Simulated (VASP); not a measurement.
Ta4H3:

```
Ta H
1.0
     3.46092   -0.04636   -0.04098
    -0.06376    4.79292   -0.13929
    -0.05692   -0.14068    4.90959
Ta H
4 3
Cartesian
  0.7435 0.8385 3.6585
  2.6249 0.9716 1.2007
  0.7296 3.6633 1.2525
  2.4910 3.6758 3.5668
  1.9326 2.3764 2.4599
  1.5863 2.4930 -0.2686
  -0.0873 -0.2010 2.3181
```

| Property | Result |
| --- | --- |
| Program | VASP 6.6.1 |
| Task | relaxation of cell and atoms |
| Functional | PBE |
| Potentials or basis | VASP PAW PBE potentials, release 64 (Ta_pv, H) |
| Cutoff | 600 eV |
| k mesh | 6 × 4 × 4 |
| Occupations | gaussian, width 0.2 eV |
| Spin | no spin polarisation |

At the start: pressure 12.1 GPa; volume 11.62 Å³/atom.

How do energy, volume and symmetry change on relaxing?

Over 26 steps the energy falls by 369.2 meV/atom and the volume is 11.52 Å³/atom (-0.9 %); space group P1 (No. 1, to 0.1 Å) before, P222 (No. 16, to 0.1 Å).

The path:
```
step  energy change (eV)  largest force (eV/Å)  pressure (GPa)  volume (Å³)
   1              0.0000                7.5063           12.12        81.35
   2             -1.0584                2.5609          -17.42        91.99
   3             -1.8705                1.0005          -11.56        86.93
   4             -2.2284                1.7571            6.76        78.54
   5             -2.2668                1.2862            1.69        80.36
   6             -2.4421                0.6241            1.81        79.93
   7             -2.4668                0.5507            2.27        79.69
   8             -2.5097                0.3620           -2.17        81.39
   9             -2.5101                0.3414           -2.62        81.57
  10             -2.5446                0.3005           -0.67        80.82
  11             -2.5486                0.3243            0.29        80.48
  12             -2.5613                0.2471            0.32        80.48
  13             -2.5668                0.2719            0.41        80.47
  14             -2.5750                0.1293           -0.55        80.84
  15             -2.5758                0.1156           -0.92        80.99
  16             -2.5791                0.1298            0.82        80.32
  17             -2.5794                0.1012            0.44        80.47
  18             -2.5819                0.0871            0.07        80.60
  19             -2.5820                0.0944           -0.05        80.65
  20             -2.5833                0.0468           -0.08        80.66
  21             -2.5834                0.0624           -0.09        80.66
  22             -2.5840                0.0316            0.16        80.56
  23             -2.5840                0.0375            0.24        80.53
  24             -2.5842                0.0350           -0.27        80.73
  25             -2.5842                0.0359           -0.10        80.66
  26             -2.5844                0.0193            0.00        80.63
```

Final structure:
```
CELL_PARAMETERS angstrom
3.47451 -0.00195 -0.00077
0.00307 4.79803 0.00377
-0.00074 0.00050 4.83638
ATOMIC_POSITIONS crystal
Ta 0.24655 0.24525 0.75590
Ta 0.75288 0.24512 0.24413
Ta 0.24676 0.75478 0.24372
Ta 0.75239 0.75510 0.75607
H 0.50051 0.50032 0.50008
H 0.49970 0.49986 0.00013
H 0.00120 0.99957 0.49998
```

Caveat: an odd number of electrons without spin polarisation forces a metal; a magnetic or distorted state may lie lower.
